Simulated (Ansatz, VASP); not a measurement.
**HfO2 in VASP and in Ansatz**

INCAR

```
ALGO = Normal
EDIFF = 1E-6
ENCUT = 520
GGA = PE
ISIF = 2
ISMEAR = 0
LASPH = True
LCHARG = False
LREAL = False
LWAVE = False
NBANDS = 43
NELM = 100
PREC = Accurate
SIGMA = 0.05
```

File KPOINTS:

```
k-points
0
Gamma
  7 7 3
```

File POSCAR:

```
HfO2
1.0
    2.5488057606     -2.5488057606      0.0000000000
    2.5488057606      0.0000000000     -2.5488057606
    7.6464172818      3.8232086409      3.8232086409
Hf O
3 6
Direct
   -0.3541750000     -0.3541750000      0.7083500000
    0.1458250000      0.1458250000      0.3750166667
    0.6458250000      0.6458250000      0.0416833333
    0.5208250000      0.5208250000      0.2916833333
    0.5208250000     -0.4791750000      0.9583500000
    0.0208250000      0.0208250000      0.6250166667
    0.2708250000      0.2708250000      0.7916833333
    0.7708250000      0.7708250000      0.4583500000
    0.2708250000      0.2708250000      0.1250166667
```

Input for Ansatz:

```yaml
crystal:
  lattice:
    - [2.5488057606, -2.5488057606, 0.0]
    - [2.5488057606, 0.0, -2.5488057606]
    - [7.6464172818, 3.8232086409, 3.8232086409]
  atoms:
    - { symbol: Hf, position: [-0.354175, -0.354175, 0.70835] }
    - { symbol: Hf, position: [0.145825, 0.145825, 0.3750166667] }
    - { symbol: Hf, position: [0.645825, 0.645825, 0.0416833333] }
    - { symbol: O, position: [0.520825, 0.520825, 0.2916833333] }
    - { symbol: O, position: [0.520825, -0.479175, 0.95835] }
    - { symbol: O, position: [0.020825, 0.020825, 0.6250166667] }
    - { symbol: O, position: [0.270825, 0.270825, 0.7916833333] }
    - { symbol: O, position: [0.770825, 0.770825, 0.45835] }
    - { symbol: O, position: [0.270825, 0.270825, 0.1250166667] }
basis:
  ecutwfc: 420
kpoints:
  mp_grid: { grid: [7, 7, 3] }
hamiltonian:
  xc: pbe
scf:
  occupations: { method: gaussian, width: 0.05 }
output:
  forces: true
  stress: true
  eigenvalues: true
```

Alike in both runs: task single point; functional PBE; k mesh 7 × 7 × 3; occupations gaussian, width 0.05 eV; no spin polarisation.

|  | VASP | Ansatz |
| --- | --- | --- |
| version | VASP 6.6.1 | Ansatz 0.2.0 |
| potentials or method | VASP PAW PBE potentials, release 64 (Hf_pv, O), cutoff 520 eV | scalar-relativistic, plane waves, PAW |
| valence electrons in the cell | 66 | 114 |

VASP gave:

| Property | Result |
| --- | --- |
| gap on the k mesh at the Fermi level (eV) | 2.44 |
| least direct gap on the mesh (eV) | 2.44 |
| rms of the force components (eV/Å) | 25.931 |

Task: What did Ansatz give for the same quantities?

Result: gap on the k mesh at the Fermi level (eV): 2.39; least direct gap on the mesh (eV): 2.40; rms of the force components (eV/Å): 23.909.

Atom by atom the forces differ by 2.029 eV/Å (rms over components). VASP's potentials hold 66 valence electrons a cell and Ansatz's 114, so a difference there can come from the potentials and not from the codes.

Spin-orbit coupling is off throughout.
